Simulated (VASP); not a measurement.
# CaSe (I-4m2) in VASP: notebook

The runs below take CaSe through single point, with LDA.

All numbers are computed with VASP 6.6.1; they aren't measurements. Logs are shortened: lines on timing, memory, paths and dates and some standing lists are left out, and cuts for length are marked.

### Step 1. The cell of the first run

It takes space group I-4m2 (No. 119, tetragonal). The conventional cell has a = 4.667 Å, b = 4.667 Å, c = 6.501 Å, α = 90.00°, β = 90.00°, γ = 90.00°. Within 3.7 Å of Ca (site symmetry -4m2) lie 4 Se at 2.84 Å. Se (site symmetry -4m2) has 4 Ca at 2.84 Å within 3.7 Å.

### Step 2. Single point, LDA (strain +0.000 along x and y, -0.015 along z)

The input, INCAR:

```
PREC = Accurate ; ENCUT = 520
EDIFF = 1E-7 ; ISMEAR = 0
SIGMA = 0.05 ; LREAL = F
LASPH = T ; NELM = 100
ALGO = Normal ; ISIF = 2
LWAVE = F ; LCHARG = F
GGA = CA ; NBANDS = 15
```

The input, KPOINTS:

```
Automatic mesh
0
Gamma
  6 6 6
```

The input, POSCAR:

```
CaSe
1.0
    0.0000000000      3.3000000000      3.2505000000
    3.3000000000      0.0000000000      3.2505000000
    3.3000000000      3.3000000000      0.0000000000
Ca Se
1 1
Direct
    0.0000000000      0.0000000000      0.0000000000
    0.7500000000      0.7500000000      0.7500000000
```

Potentials or basis: VASP PAW LDA potentials, release 64 (Ca_sv, Se).

Launch:

```sh
$ cat potpaw_LDA.64/Ca_sv/POTCAR potpaw_LDA.64/Se/POTCAR > POTCAR
$ mpirun -np 1 vasp_std > vasp.out
```

OUTCAR:

```text
PREC = Accurate
   ENCUT = 520
   EDIFF = 1E-7
   ISMEAR = 0
   LREAL = F
   LASPH = T
   NELM = 100
   ISIF = 2
   GGA = CA

 ion  position               nearest neighbor table
   1  0.000  0.000  0.000-   2 2.84   2 2.84   2 2.84   2 2.84
   2  0.750  0.750  0.750-   1 2.84   1 2.84   1 2.84   1 2.84

  LATTYP: Found a body centered tetragonal cell.
 ALAT       =     4.6669047558
 C/A-ratio  =     1.3930003589

  Lattice vectors:

 A1 = (   0.0000000000,  -3.3000000000,  -3.2505000000)
 A2 = (   0.0000000000,   3.3000000000,  -3.2505000000)
 A3 = (   3.3000000000,   0.0000000000,   3.2505000000)

Analysis of symmetry for initial positions (statically):
=====================================================================
 Subroutine PRICEL returns:
 Original cell was already a primitive cell.

 Routine SETGRP: Setting up the symmetry group for a
 body centered tetragonal supercell.

 Subroutine GETGRP returns: Found  8 space group operations
 (whereof  8 operations were pure point group operations)
 out of a pool of 16 trial point group operations.

The static configuration has the point symmetry D_2d.

Analysis of symmetry for dynamics (positions and initial velocities):
=====================================================================
 Subroutine PRICEL returns:
 Original cell was already a primitive cell.

 Routine SETGRP: Setting up the symmetry group for a
 body centered tetragonal supercell.

 Subroutine GETGRP returns: Found  8 space group operations
 (whereof  8 operations were pure point group operations)
 out of a pool of 16 trial point group operations.

The dynamic configuration has the point symmetry D_2d.

 Subroutine INISYM returns: Found  8 space group operations
 (whereof  8 operations are pure point group operations),
 and found     1 'primitive' translations

----------------------------------------------------------------------------------------

                                     Primitive cell

  volume of cell :      70.7959

  direct lattice vectors                    reciprocal lattice vectors
     0.000000000  3.300000000  3.250500000    -0.151515152  0.151515152  0.153822489
     3.300000000  0.000000000  3.250500000     0.151515152 -0.151515152  0.153822489
     3.300000000  3.300000000  0.000000000     0.151515152  0.151515152 -0.153822489

  length of vectors
     4.632035217  4.632035217  4.666904756     0.263770810  0.263770810  0.263770810

  position of ions in fractional coordinates (direct lattice)
     0.000000000  0.000000000  0.000000000
     0.750000000  0.750000000  0.750000000

  ion indices of the primitive-cell ions
   primitive index   ion index
                 1           1
                 2           2

----------------------------------------------------------------------------------------

 KPOINTS: Automatic mesh

Automatic generation of k-mesh.
 Grid dimensions read from file:
 generate k-points for:    6    6    6

 Generating k-lattice:

  Cartesian coordinates                     Fractional coordinates (reciprocal lattice)
    -0.025252525  0.025252525  0.025637081     0.166666667  0.000000000  0.000000000
     0.025252525 -0.025252525  0.025637081     0.000000000  0.166666667  0.000000000
     0.025252525  0.025252525 -0.025637081    -0.000000000 -0.000000000  0.166666667

  Length of vectors
     0.043961802  0.043961802  0.043961802

  Shift w.r.t. Gamma in fractional coordinates (k-lattice)
     0.000000000  0.000000000  0.000000000

 Subroutine IBZKPT returns following result:
 ===========================================

 Found     30 irreducible k-points:

 Following reciprocal coordinates:
            Coordinates               Weight
  0.000000  0.000000  0.000000      1.000000
  0.166667  0.000000  0.000000      8.000000
  0.333333  0.000000  0.000000      8.000000
  0.500000  0.000000  0.000000      4.000000
  0.166667  0.166667  0.000000      2.000000
  0.333333  0.166667  0.000000      8.000000
[... 16 lines left out ...]
  0.333333  0.000000  0.333333      4.000000
  0.500000  0.000000  0.333333     16.000000
 [... further k-points ...]
   k-points           NKPTS =     30   k-points in BZ     NKDIM =     30   number of bands    NBANDS=     15
   number of dos      NEDOS =    301   number of ions     NIONS =      2
   total plane-waves  NPLWV =  46656
   dimension x,y,z NGX =    36 NGY =   36 NGZ =   36
   dimension x,y,z NGXF=    72 NGYF=   72 NGZF=   72
   ions per type =               1   1
   NGX,Y,Z   is equivalent  to a cutoff of  12.92, 12.92, 12.82 a.u.
   NGXF,Y,Z  is equivalent  to a cutoff of  25.84, 25.84, 25.65 a.u.
 SYSTEM =  unknown system
   PREC   = accura    normal or accurate (medium, high low for compatibility)
   ISTART =      0    job   : 0-new  1-cont  2-samecut
   ICHARG =      2    charge: 1-file 2-atom 10-const
   ISPIN  =      1    spin polarized calculation?
   LNONCOLLINEAR =      F non collinear calculations
   LSORBIT =      F    spin-orbit coupling
   LASPH  =      T    aspherical Exc in radial PAW
   ENCUT  =  520.0 eV  38.22 Ry    6.18 a.u.   8.61  8.61  8.68*2*pi/ulx,y,z
   NELM   =    100;   NELMIN=  2; NELMDL= -5     # of ELM steps
   EDIFF  = 0.1E-06   stopping-criterion for ELM
   LREAL  =      F    real-space projection
   EDIFFG = 0.1E-05   stopping-criterion for IOM
   NSW    =      0    number of steps for IOM
   IBRION =     -1    ionic relax: 0-MD 1-quasi-New 2-CG
   NFREE  =      0    steps in history (QN), initial steepest desc. (CG)
   ISIF   =      2    stress and relaxation
   ISYM   =      2    0-nonsym 1-usesym 2-fastsym
   POTIM  = 0.5000    time-step for ionic-motion
   TEBEG  =    0.0;   TEEND  =   0.0 temperature during run
   PSTRESS=    0.0 pullay stress
   NELECT =      16.0000    total number of electrons
   NUPDOWN=      -1.0000    fix difference up-down
   EMIN   =  10.00;   EMAX   =-10.00  energy-range for DOS
   EFERMI =   0.00;   METHOD = LEGACY
   ISMEAR =     0;   SIGMA  =   0.05  broadening in eV -4-tet -1-fermi 0-gaus
   EFERMI_NEDOS =   21; number of points for ismear=-14 and -15
   IALGO  =     38    algorithm
   IMIX   =      4    mixing-type and parameters
     AMIX     =   0.40;   BMIX     =  1.00
     AMIX_MAG =   1.60;   BMIX_MAG =  1.00
  volume/ion in A,a.u.               =      35.40       238.88
  Fermi-wavevector in a.u.,A,eV,Ry     =   0.997192  1.884420 13.529524  0.994392
  Thomas-Fermi vector in A             =   2.129332
   LORBIT       =      0    0 simple, 1 ext, 2 COOP (PROOUT), +10 PAW based schemes
   GGA     = CA    functional components
   LHFCALC =     F    Hartree Fock is set to
   AEXX    =    0.0000 exact exchange contribution
   IVDW    =     0    specifies the selected vdW correction
   LEPSILON=     F    determine dielectric tensor
   LRPA    =     F    only Hartree local field effects (RPA)
 non-spin polarized calculation
 Gauss-broadening in eV      SIGMA  =   0.05
  energy-cutoff  :      520.00
  volume of cell :       70.80
 maximum number of plane-waves:      1936
 NGX is ok and might be reduce to    36
   NGX = 17   NGY = 17   NGZ = 17

 number of electron      16.0000000 magnetization

 Free energy of the ion-electron system (eV)
  ---------------------------------------------------
  ext. energy  EPLUGINS =         0.00000000
  ---------------------------------------------------
  free energy    TOTEN  =        -9.82953264 eV

  energy without entropy =       -9.82953264  energy(sigma->0) =       -9.82953264

 E-fermi :  -0.2531     XC(G=0):  -8.0059

 val. band max:       -0.4721235771   @ k =  -0.3333  -0.0000   0.3333
 cond. band min:       2.4573370741   @ k =   0.0000   0.0000   0.0000
 fundamental gap:      2.9294606512
 Fermi energy:        -0.2530957712

 k-point     1 :       0.0000    0.0000    0.0000
  band No.  band energies     occupation
      1     -39.0744      2.00000
      2     -20.3877      2.00000
      3     -20.3841      2.00000
      4     -20.3841      2.00000
      5     -10.8382      2.00000
      6      -0.5859      2.00000
      7      -0.5859      2.00000
      8      -0.5677      2.00000
      9       2.4573      0.00000
     10       4.7132      0.00000
     11       4.7885      0.00000
     12       6.7743      0.00000
     13       6.7743      0.00000
     14       6.8406      0.00000
     15       8.4190      0.00000

 k-point     2 :       0.1667    0.0000    0.0000
  band No.  band energies     occupation
      1     -39.0739      2.00000
      2     -20.3975      2.00000
      3     -20.3875      2.00000
      4     -20.3856      2.00000
      5     -10.7736      2.00000
      6      -1.0061      2.00000
      7      -0.5649      2.00000
      8      -0.5454      2.00000
      9       3.2466      0.00000
     10       4.6030      0.00000
     11       4.6629      0.00000
     12       6.3073      0.00000
     13       6.7544      0.00000
     14       6.7795      0.00000
     15       7.7442      0.00000

 k-point     3 :       0.3333    0.0000    0.0000
  band No.  band energies     occupation
      1     -39.0730      2.00000
      2     -20.4207      2.00000
      3     -20.3904      2.00000
      4     -20.3886      2.00000
      5     -10.6429      2.00000
      6      -1.5445      2.00000
      7      -0.5310      2.00000
      8      -0.4963      2.00000
      9       4.3118      0.00000
     10       4.6355      0.00000
     11       4.6698      0.00000
     12       5.4355      0.00000
     13       6.2355      0.00000
     14       6.2424      0.00000
     15       7.5137      0.00000
[... 343 lines left out ...]
 k-point    23 :       0.3333    0.0000    0.3333
  band No.  band energies     occupation
      1     -39.0725      2.00000
      2     -20.4217      2.00000
      3     -20.3983      2.00000
      4     -20.3938      2.00000
      5     -10.5802      2.00000
      6      -1.6106      2.00000
      7      -0.5357      2.00000
      8      -0.5168      2.00000
      9       3.2286      0.00000
     10       4.8855      0.00000
     11       5.2899      0.00000
     12       5.7741      0.00000
     13       5.8331      0.00000
     14       5.9977      0.00000
     15       8.3160      0.00000

 k-point    24 :       0.5000    0.0000    0.3333
  band No.  band energies     occupation
      1     -39.0720      2.00000
      2     -20.4293      2.00000
      3     -20.4024      2.00000
      4     -20.3964      2.00000
      5     -10.5150      2.00000
      6      -1.6259      2.00000
      7      -0.7175      2.00000
      8      -0.4976      2.00000
      9       3.1250      0.00000
     10       4.4434      0.00000
     11       5.1865      0.00000
     12       5.7365      0.00000
     13       5.8484      0.00000
     14       7.0067      0.00000
     15       8.4359      0.00000

 [... further k-points ...]
[... 5 lines left out ...]
  --------------------------------------------------------------------------------------
  -------------------------------------------------------------------------------------
  Total       -0.9586490     -0.9586490     -0.9138327      0.0000000     -0.0000000      0.0000000
  in kB      -21.6951260    -21.6951260    -20.6808898      0.0000000     -0.0000000      0.0000000
  external PRESSURE =     -21.3570473 kB  Pullay stress =       0.0000000 kB

 VOLUME and BASIS-vectors are now :
 -----------------------------------------------------------------------------
  energy-cutoff  :      520.00
  volume of cell :       70.80
      direct lattice vectors                 reciprocal lattice vectors
     0.000000000  3.300000000  3.250500000    -0.151515152  0.151515152  0.153822489
     3.300000000  0.000000000  3.250500000     0.151515152 -0.151515152  0.153822489
     3.300000000  3.300000000  0.000000000     0.151515152  0.151515152 -0.153822489

 POSITION                                       TOTAL-FORCE (eV/Angst)
 -----------------------------------------------------------------------------------
      0.00000      0.00000      0.00000         0.000000      0.000000     -0.000000
      4.95000      4.95000      4.87575        -0.000000     -0.000000      0.000000
 -----------------------------------------------------------------------------------
    total drift:                                0.000000      0.000000     -0.000000

  FREE ENERGIE OF THE ION-ELECTRON SYSTEM (eV)
  ---------------------------------------------------
  free  energy   TOTEN  =        -9.8295326400 eV

  energy  without entropy=       -9.8295326400  energy(sigma->0) =       -9.82953264
```

It took 29 s on 1 thread of Intel Xeon 6975P-C (Granite Rapids), shared host; peak memory 0.18 GiB.

Results:

* Free energy: -9.8295 eV
* Pressure: -2.1 GPa
* Band gap on the k mesh: 2.93 eV, indirect (least direct gap 3.02 eV)

Caveat: the cell differs from its parent crystal (strain +0.000 along x and y, -0.015 along z). A k mesh can miss the band edges.

### Step 3. Single point, LDA (strain -0.015 along x and y, +0.015 along z)

The input, INCAR:

```
SYSTEM = CaSe
PREC = Accurate
ENCUT = 520
EDIFF = 1E-7
ISMEAR = 0
SIGMA = 0.05
LREAL = .False.
LASPH = .True.
NELM = 60
ALGO = Normal
ISIF = 2
LWAVE = .False.
LCHARG = .False.
GGA = CA
NBANDS = 15
```

The input, KPOINTS:

```
regular mesh
0
Gamma
  6 6 6
  0 0 0
```

The input, POSCAR:

```
CaSe
1.0
    0.0000000000      3.2505000000      3.3495000000
    3.2505000000      0.0000000000      3.3495000000
    3.2505000000      3.2505000000      0.0000000000
Ca Se
1 1
Direct
    0.0000000000      0.0000000000      0.0000000000
    0.7500000000      0.7500000000      0.7500000000
```

Potentials or basis: VASP PAW LDA potentials, release 64 (Ca_sv, Se).

Launch:

```sh
$ cat potpaw_LDA.64/Ca_sv/POTCAR potpaw_LDA.64/Se/POTCAR > POTCAR
$ mpirun -np 1 vasp_std > vasp.out
```

Run time: 34 s. Hardware: 1 thread of Intel Xeon 6975P-C (Granite Rapids), shared host; peak memory 0.19 GiB.

Results (log left out):

```
Free energy            : -9.8289 eV
Pressure               : -2.1 GPa
Band gap on the k mesh : 2.89 eV, indirect (least direct gap 3.02 eV)
```

Stress tensor (GPa, compression positive):
```
-2.06  0.00  0.00
 0.00 -2.06  0.00
 0.00  0.00 -2.31
```

Levels at points of the mesh, in eV from the valence-band top:
| k point | band 4 | band 5 | band 6 | band 7 | band 8 | band 9 | band 10 | band 11 | band 12 | band 13 |
| --- | --- | --- | --- | --- | --- | --- | --- | --- | --- | --- |
| (0.00, 0.00, 0.00) | -19.95 | -10.41 | -0.17 | -0.13 | -0.13 | 2.89 | 5.11 | 5.26 | 7.13 | 7.27 |
| (0.50, 0.00, 0.00) | -19.96 | -10.14 | -1.30 | -0.11 | -0.02 | 4.86 | 5.27 | 5.31 | 5.57 | 6.19 |
| (0.50, 0.50, 0.00) | -19.97 | -10.06 | -1.37 | -0.03 | -0.03 | 3.28 | 4.76 | 5.90 | 5.90 | 5.93 |
| (0.50, 0.00, 0.50) | -19.96 | -10.06 | -1.31 | -0.11 | -0.10 | 3.33 | 4.76 | 5.91 | 5.93 | 5.95 |

Caveat: the cell differs from its parent crystal (strain -0.015 along x and y, +0.015 along z).
